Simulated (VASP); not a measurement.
# Au (Fm-3m) in VASP: a series of runs

Au is run at these levels: LDA, PBE, PBEsol; tasks: single point.

All numbers are computed with VASP 6.6.1; they aren't measurements. Logs are shortened: lines on timing, memory, paths and dates and some standing lists are left out, and cuts for length are marked.

**1. The cell of the first run**

It takes space group Fm-3m (No. 225, cubic). The conventional cell has a = 4.194 Å, b = 4.194 Å, c = 4.194 Å, α = 90.00°, β = 90.00°, γ = 90.00°. Au (site symmetry m-3m) has 12 Au at 2.97 Å within 3.9 Å.

**2. Single point, LDA**

Contents of INCAR:

```
SYSTEM = Au
PREC     = Accurate       ! precision mode
ENCUT    = 520            ! plane-wave cutoff, eV
EDIFF    = 1E-6           ! SCF threshold, eV
ISMEAR   = -1             ! smearing method
SIGMA    = 0.06           ! smearing width, eV
LREAL    = .False.        ! projectors in reciprocal space
LASPH    = .True.         ! aspherical terms in the spheres
NELM     = 60             ! most SCF steps
ALGO     = Normal         ! electronic algorithm
ISIF     = 2              ! what is computed and relaxed
LWAVE    = .False.        ! write WAVECAR
LCHARG   = .True.         ! write CHGCAR
GGA      = CA             ! functional
LELF     = .True.         ! ELF
LVHAR    = .True.       
NBANDS   = 12             ! bands
```

Contents of KPOINTS:

```
regular mesh
0
Gamma
  12 12 12
  0 0 0
```

Contents of POSCAR:

```
Au
1.0
    0.0000000000      2.0967585000      2.0967585000
    2.0967585000      0.0000000000      2.0967585000
    2.0967585000      2.0967585000      0.0000000000
Au
1
Direct
    0.0000000000      0.0000000000      0.0000000000
```

Potentials or basis: VASP PAW LDA potentials, release 64 (Au).

Run with:

```bash
> cat potpaw_LDA.64/Au/POTCAR > POTCAR
> mpirun -np 1 vasp_std > vasp.out
```

OUTCAR:

```text
SYSTEM = Au
   PREC = Accurate
   ENCUT = 520
   EDIFF = 1E-6
   ISMEAR = -1
   LREAL = .False.
   LASPH = .True.
   NELM = 60
   ISIF = 2
   GGA = CA

 ion  position               nearest neighbor table
   1  0.000  0.000  0.000-

  LATTYP: Found a face centered cubic cell.
 ALAT       =     4.1935170000

  Lattice vectors:

 A1 = (   0.0000000000,   2.0967585000,   2.0967585000)
 A2 = (   2.0967585000,   0.0000000000,   2.0967585000)
 A3 = (   2.0967585000,   2.0967585000,   0.0000000000)

Analysis of symmetry for initial positions (statically):
=====================================================================
 Subroutine PRICEL returns:
 Original cell was already a primitive cell.

 Routine SETGRP: Setting up the symmetry group for a
 face centered cubic supercell.

 Subroutine GETGRP returns: Found 48 space group operations
 (whereof 48 operations were pure point group operations)
 out of a pool of 48 trial point group operations.

The static configuration has the point symmetry O_h .

Analysis of symmetry for dynamics (positions and initial velocities):
=====================================================================
 Subroutine PRICEL returns:
 Original cell was already a primitive cell.

 Routine SETGRP: Setting up the symmetry group for a
 face centered cubic supercell.

 Subroutine GETGRP returns: Found 48 space group operations
 (whereof 48 operations were pure point group operations)
 out of a pool of 48 trial point group operations.

The dynamic configuration has the point symmetry O_h .

 Subroutine INISYM returns: Found 48 space group operations
 (whereof 48 operations are pure point group operations),
 and found     1 'primitive' translations

----------------------------------------------------------------------------------------

                                     Primitive cell

  volume of cell :      18.4364

  direct lattice vectors                    reciprocal lattice vectors
     0.000000000  2.096758500  2.096758500    -0.238463323  0.238463323  0.238463323
     2.096758500  0.000000000  2.096758500     0.238463323 -0.238463323  0.238463323
     2.096758500  2.096758500  0.000000000     0.238463323  0.238463323 -0.238463323

  length of vectors
     2.965264308  2.965264308  2.965264308     0.413030592  0.413030592  0.413030592

  position of ions in fractional coordinates (direct lattice)
     0.000000000  0.000000000  0.000000000

  ion indices of the primitive-cell ions
   primitive index   ion index
                 1           1

----------------------------------------------------------------------------------------

 KPOINTS: regular mesh

Automatic generation of k-mesh.
 Grid dimensions read from file:
 generate k-points for:   12   12   12

 Generating k-lattice:

  Cartesian coordinates                     Fractional coordinates (reciprocal lattice)
    -0.019871944  0.019871944  0.019871944     0.083333333  0.000000000  0.000000000
     0.019871944 -0.019871944  0.019871944     0.000000000  0.083333333  0.000000000
     0.019871944  0.019871944 -0.019871944     0.000000000  0.000000000  0.083333333

  Length of vectors
     0.034419216  0.034419216  0.034419216

  Shift w.r.t. Gamma in fractional coordinates (k-lattice)
     0.000000000  0.000000000  0.000000000

 Subroutine IBZKPT returns following result:
 ===========================================

 Found     72 irreducible k-points:

 Following reciprocal coordinates:
            Coordinates               Weight
  0.000000  0.000000  0.000000      1.000000
  0.083333  0.000000  0.000000      8.000000
  0.166667  0.000000  0.000000      8.000000
  0.250000  0.000000  0.000000      8.000000
  0.333333  0.000000  0.000000      8.000000
  0.416667  0.000000  0.000000      8.000000
[... 16 lines left out ...]
  0.500000  0.166667  0.000000     24.000000
 -0.416667  0.166667  0.000000     24.000000
 [... further k-points ...]
   k-points           NKPTS =     72   k-points in BZ     NKDIM =     72   number of bands    NBANDS=     12
   number of dos      NEDOS =    301   number of ions     NIONS =      1
   total plane-waves  NPLWV =  13824
   dimension x,y,z NGX =    24 NGY =   24 NGZ =   24
   dimension x,y,z NGXF=    48 NGYF=   48 NGZF=   48
   ions per type =               1
   NGX,Y,Z   is equivalent  to a cutoff of  13.46, 13.46, 13.46 a.u.
   NGXF,Y,Z  is equivalent  to a cutoff of  26.91, 26.91, 26.91 a.u.
 SYSTEM =  Au
   PREC   = accura    normal or accurate (medium, high low for compatibility)
   ISTART =      0    job   : 0-new  1-cont  2-samecut
   ICHARG =      2    charge: 1-file 2-atom 10-const
   ISPIN  =      1    spin polarized calculation?
   LNONCOLLINEAR =      F non collinear calculations
   LSORBIT =      F    spin-orbit coupling
   LASPH  =      T    aspherical Exc in radial PAW
   ENCUT  =  520.0 eV  38.22 Ry    6.18 a.u.   5.51  5.51  5.51*2*pi/ulx,y,z
   NELM   =     60;   NELMIN=  2; NELMDL= -5     # of ELM steps
   EDIFF  = 0.1E-05   stopping-criterion for ELM
   LREAL  =      F    real-space projection
   EDIFFG = 0.1E-04   stopping-criterion for IOM
   NSW    =      0    number of steps for IOM
   IBRION =     -1    ionic relax: 0-MD 1-quasi-New 2-CG
   NFREE  =      0    steps in history (QN), initial steepest desc. (CG)
   ISIF   =      2    stress and relaxation
   ISYM   =      2    0-nonsym 1-usesym 2-fastsym
   POTIM  = 0.5000    time-step for ionic-motion
   TEBEG  =    0.0;   TEEND  =   0.0 temperature during run
   PSTRESS=    0.0 pullay stress
   NELECT =      11.0000    total number of electrons
   NUPDOWN=      -1.0000    fix difference up-down
   EMIN   =  10.00;   EMAX   =-10.00  energy-range for DOS
   EFERMI =   0.00;   METHOD = LEGACY
   ISMEAR =    -1;   SIGMA  =   0.06  broadening in eV -4-tet -1-fermi 0-gaus
   EFERMI_NEDOS =   21; number of points for ismear=-14 and -15
   IALGO  =     38    algorithm
   IMIX   =      4    mixing-type and parameters
     AMIX     =   0.40;   BMIX     =  1.00
     AMIX_MAG =   1.60;   BMIX_MAG =  1.00
  volume/ion in A,a.u.               =      18.44       124.41
  Fermi-wavevector in a.u.,A,eV,Ry     =   1.378206  2.604431 25.843592  1.899450
  Thomas-Fermi vector in A             =   2.503288
   LORBIT       =      0    0 simple, 1 ext, 2 COOP (PROOUT), +10 PAW based schemes
   GGA     = CA    functional components
   LHFCALC =     F    Hartree Fock is set to
   AEXX    =    0.0000 exact exchange contribution
   IVDW    =     0    specifies the selected vdW correction
   LEPSILON=     F    determine dielectric tensor
   LRPA    =     F    only Hartree local field effects (RPA)
 non-spin polarized calculation
  energy-cutoff  :      520.00
  volume of cell :       18.44
 maximum number of plane-waves:       531
 NGX is ok and might be reduce to    24
   NGX = 11   NGY = 11   NGZ = 11

 number of electron      11.0000000 magnetization

 Free energy of the ion-electron system (eV)
  ---------------------------------------------------
  ext. energy  EPLUGINS =         0.00000000
  ---------------------------------------------------
  free energy    TOTEN  =        -4.34578364 eV

  energy without entropy =       -4.34080003  energy(sigma->0) =       -4.34329184

 E-fermi :   7.9374     XC(G=0): -12.5322

 val. band max:        7.8340993575   @ k =   0.5000   0.3333   0.1667
 cond. band min:       7.9913737787   @ k =   0.5000   0.0833   0.0000
 fundamental gap:      0.1572744212
 Fermi energy:         7.9373799683

 k-point     1 :       0.0000    0.0000    0.0000
  band No.  band energies     occupation
      1      -1.1030      2.00000
      2       3.7031      2.00000
      3       3.7031      2.00000
      4       3.7031      2.00000
      5       5.0432      2.00000
      6       5.0432      2.00000
      7      22.5775      0.00000
      8      26.0737      0.00000
      9      26.0737      0.00000
     10      26.0737      0.00000
     11      30.8651      0.00000
     12      34.6249      0.00000

 k-point     2 :       0.0833    0.0000    0.0000
  band No.  band energies     occupation
      1      -0.8784      2.00000
      2       3.6383      2.00000
      3       3.7752      2.00000
      4       3.7752      2.00000
      5       5.0139      2.00000
      6       5.0139      2.00000
      7      22.7911      0.00000
      8      24.6759      0.00000
      9      26.3018      0.00000
     10      26.3018      0.00000
     11      31.3753      0.00000
     12      33.2358      0.00000

 k-point     3 :       0.1667    0.0000    0.0000
  band No.  band energies     occupation
      1      -0.2479      2.00000
      2       3.5183      2.00000
      3       3.9215      2.00000
      4       3.9215      2.00000
      5       5.0013      2.00000
      6       5.0013      2.00000
      7      21.7061      0.00000
      8      23.5539      0.00000
      9      26.8362      0.00000
     10      26.8362      0.00000
     11      29.5392      0.00000
     12      31.5253      0.00000
[... 286 lines left out ...]
 k-point    23 :       0.5000    0.1667    0.0000
  band No.  band energies     occupation
      1       1.9021      2.00000
      2       3.3744      2.00000
      3       4.1902      2.00000
      4       4.3270      2.00000
      5       6.1306      2.00000
      6       8.6219      0.00002
      7      11.8063      0.00000
      8      21.0544      0.00000
      9      22.5647      0.00000
     10      23.4807      0.00000
     11      32.2817      0.00000
     12      32.7494      0.00000

 k-point    24 :      -0.4167    0.1667    0.0000
  band No.  band energies     occupation
      1       1.9409      2.00000
      2       3.3722      2.00000
      3       4.1344      2.00000
      4       4.5718      2.00000
      5       5.9036      2.00000
      6       9.1933      0.00000
      7      11.1988      0.00000
      8      20.2764      0.00000
      9      23.3174      0.00000
     10      23.4875      0.00000
     11      31.7720      0.00000
     12      32.3425      0.00000

 [... further k-points ...]
[... 5 lines left out ...]
  --------------------------------------------------------------------------------------
  -------------------------------------------------------------------------------------
  Total       -1.6849141     -1.6849141     -1.6849141      0.0000000     -0.0000000      0.0000000
  in kB     -146.4242895   -146.4242895   -146.4242895      0.0000000     -0.0000000      0.0000000
  external PRESSURE =    -146.4242895 kB  Pullay stress =       0.0000000 kB

 VOLUME and BASIS-vectors are now :
 -----------------------------------------------------------------------------
  energy-cutoff  :      520.00
  volume of cell :       18.44
      direct lattice vectors                 reciprocal lattice vectors
     0.000000000  2.096758500  2.096758500    -0.238463323  0.238463323  0.238463323
     2.096758500  0.000000000  2.096758500     0.238463323 -0.238463323  0.238463323
     2.096758500  2.096758500  0.000000000     0.238463323  0.238463323 -0.238463323

 POSITION                                       TOTAL-FORCE (eV/Angst)
 -----------------------------------------------------------------------------------
      0.00000      0.00000      0.00000        -0.000000      0.000000     -0.000000
 -----------------------------------------------------------------------------------
    total drift:                               -0.000000      0.000000     -0.000000

  FREE ENERGIE OF THE ION-ELECTRON SYSTEM (eV)
  ---------------------------------------------------
  free  energy   TOTEN  =        -4.3457836371 eV

  energy  without entropy=       -4.3408000330  energy(sigma->0) =       -4.34329184
```

Wall time 7 s (1 thread of Intel Xeon Platinum 8559C (Emerald Rapids), shared host); peak memory 0.13 GiB.

Results:

- Free energy: -4.3458 eV
- Pressure: -14.6 GPa

Levels at points of the mesh, in eV from the Fermi level:
```tsv
k point	band 3	band 4	band 5	band 6	band 7	band 8	band 9	band 10
(0.00, 0.00, 0.00)	-4.23	-4.23	-2.89	-2.89	14.64	18.14	18.14	18.14
(0.50, 0.00, 0.00)	-4.26	-1.84	-1.84	-0.58	2.71	14.08	16.49	16.49
(0.50, 0.50, 0.00)	-1.88	-1.57	-1.57	1.25	5.20	9.76	9.76	16.48
```

Caveat: spin-orbit coupling is left out, which moves the levels of the heavy elements.

**3. Single point, PBE**

INCAR: that of step 2 with these lines changed.

```diff
@@ -8,3 +8,3 @@
 LASPH    = .True.         ! aspherical terms in the spheres
-NELM     = 60             ! most SCF steps
+NELM     = 80             ! most SCF steps
 ALGO     = Normal         ! electronic algorithm
@@ -13,3 +13,3 @@
 LCHARG   = .True.         ! write CHGCAR
-GGA      = CA             ! functional
+GGA      = PE             ! functional
 LELF     = .True.         ! ELF
```

KPOINTS is that of step 2.

POSCAR is that of step 2.

Potentials or basis: VASP PAW PBE potentials, release 64 (Au).

Run with:

```bash
> cat potpaw_PBE.64/Au/POTCAR > POTCAR
> mpirun -np 1 vasp_std > vasp.out
```

OUTCAR:

```text
SYSTEM = Au
   PREC = Accurate
   ENCUT = 520
   EDIFF = 1E-6
   ISMEAR = -1
   LREAL = .False.
   LASPH = .True.
   NELM = 80
   ISIF = 2
   GGA = PE

 ion  position               nearest neighbor table
   1  0.000  0.000  0.000-

  LATTYP: Found a face centered cubic cell.
 ALAT       =     4.1935170000

  Lattice vectors:

 A1 = (   0.0000000000,   2.0967585000,   2.0967585000)
 A2 = (   2.0967585000,   0.0000000000,   2.0967585000)
 A3 = (   2.0967585000,   2.0967585000,   0.0000000000)

Analysis of symmetry for initial positions (statically):
[... 531 lines left out ...]
      7      11.4397      0.00000
      8      20.5348      0.00000
      9      23.5591      0.00000
     10      23.7907      0.00000
     11      32.0111      0.00000
     12      32.6026      0.00000

 [... further k-points ...]
[... 5 lines left out ...]
  --------------------------------------------------------------------------------------
  -------------------------------------------------------------------------------------
  Total       -0.3845423     -0.3845423     -0.3845423     -0.0000000     -0.0000000      0.0000000
  in kB      -33.4179250    -33.4179250    -33.4179250     -0.0000000     -0.0000000      0.0000000
  external PRESSURE =     -33.4179250 kB  Pullay stress =       0.0000000 kB

 VOLUME and BASIS-vectors are now :
 -----------------------------------------------------------------------------
  energy-cutoff  :      520.00
  volume of cell :       18.44
      direct lattice vectors                 reciprocal lattice vectors
     0.000000000  2.096758500  2.096758500    -0.238463323  0.238463323  0.238463323
     2.096758500  0.000000000  2.096758500     0.238463323 -0.238463323  0.238463323
     2.096758500  2.096758500  0.000000000     0.238463323  0.238463323 -0.238463323

 POSITION                                       TOTAL-FORCE (eV/Angst)
 -----------------------------------------------------------------------------------
      0.00000      0.00000      0.00000         0.000000      0.000000      0.000000
 -----------------------------------------------------------------------------------
    total drift:                               -0.000000      0.000000      0.000000

  FREE ENERGIE OF THE ION-ELECTRON SYSTEM (eV)
  ---------------------------------------------------
  free  energy   TOTEN  =        -3.2094627726 eV

  energy  without entropy=       -3.2046342430  energy(sigma->0) =       -3.20704851
```

Run time: 11 s. Hardware: 1 thread of Intel Xeon Platinum 8559C (Emerald Rapids), shared host; peak memory 0.15 GiB.

Results:

- Free energy: -3.2095 eV
- Pressure: -3.3 GPa

Caveat: spin-orbit coupling is left out, which moves the levels of the heavy elements.

**4. Single point, PBEsol**

Contents of INCAR:

```
  PREC = Accurate
  ENCUT = 520
  EDIFF = 1E-6
  ISMEAR = -1
  SIGMA = 0.06
  LREAL = False
  LASPH = True
  NELM = 100
  ALGO = Normal
  ISIF = 2
  LWAVE = False
  LCHARG = True
  GGA = PS
  LELF = True
  LVHAR = True
  NBANDS = 12
```

Contents of KPOINTS:

```
regular mesh
0
Gamma
  12 12 12
```

POSCAR is that of step 3.

Run with:

```bash
> cat potpaw_PBE.64/Au/POTCAR > POTCAR
> mpirun -np 1 vasp_std > vasp.out
```

Run time: 12 s. Hardware: 1 thread of Intel Xeon Platinum 8559C (Emerald Rapids), shared host; peak memory 0.14 GiB.

The run converged. Its results:

* Free energy: -3.8628 eV
* Pressure: -11.1 GPa

Levels at points of the mesh, in eV from the Fermi level:
```csv
k point,band 4,band 5,band 6,band 7,band 8,band 9
"(0.00, 0.00, 0.00)",-4.21,-2.88,-2.88,14.64,18.18,18.18
"(0.50, 0.00, 0.00)",-1.83,-1.83,-0.60,2.72,14.06,16.56
"(0.50, 0.50, 0.00)",-1.55,-1.55,1.24,5.20,9.79,9.79
```

Caveat: the PAW data sets were made with another functional, which shifts forces and pressure a little; spin-orbit coupling is left out, which moves the levels of the heavy elements.

**5. Overview**

```csv
level,potentials or basis,gap on the mesh (eV),pressure (GPa)
LDA,"VASP PAW LDA potentials, release 64 (Au)",none,-14.6
PBE,"VASP PAW PBE potentials, release 64 (Au)",none,-3.3
PBEsol,"VASP PAW PBE potentials, release 64 (Au)",none,-11.1
```

Alike in all rows: task single point; no spin polarisation; cell as given; k mesh 12 × 12 × 12; cutoff (eV) 520; smearing fermi-dirac 0.06 eV.

Caveats: spin-orbit coupling is left out, which moves the levels of the heavy elements; the PAW data sets were made with another functional, which shifts forces and pressure a little (some runs).

Absolute energies hang on the potentials; compare differences alone.
